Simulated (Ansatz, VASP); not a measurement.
**Te in VASP and in Ansatz**

```xyz
2
Lattice="0.0000 3.4528 3.4528 3.4528 0.0000 3.4528 3.4528 3.4528 0.0000" Properties=species:S:1:pos:R:3 pbc="T T T"
Te    0.8632    0.8632    0.8632
Te    6.0424    6.0424    6.0424
```

Alike in both runs: task single point; functional LDA; k mesh 9 × 9 × 9; occupations fermi-dirac, width 0.1 eV; no spin polarisation.

|  | VASP | Ansatz |
| --- | --- | --- |
| version | VASP 6.6.1 | Ansatz 0.2.0 |
| potentials or method | VASP PAW LDA potentials, release 64 (Te), cutoff 520 eV | plane waves (420 eV) with PAW, scalar-relativistic |
| valence electrons in the cell | 12 | 32 |

|  | VASP | Ansatz | Ansatz less VASP |
| --- | --- | --- | --- |
| pressure (GPa) | 1.6 | 1.5 | -0.07 |

Ansatz warns that its potentials were made for another functional, while VASP's fit it. LDA's correlation is that of Perdew and Zunger in VASP and of Perdew and Wang (1992) in Ansatz. VASP's potentials hold 12 valence electrons a cell and Ansatz's 32, so a difference there can come from the potentials and not from the codes.

Neither program's run includes spin-orbit coupling.
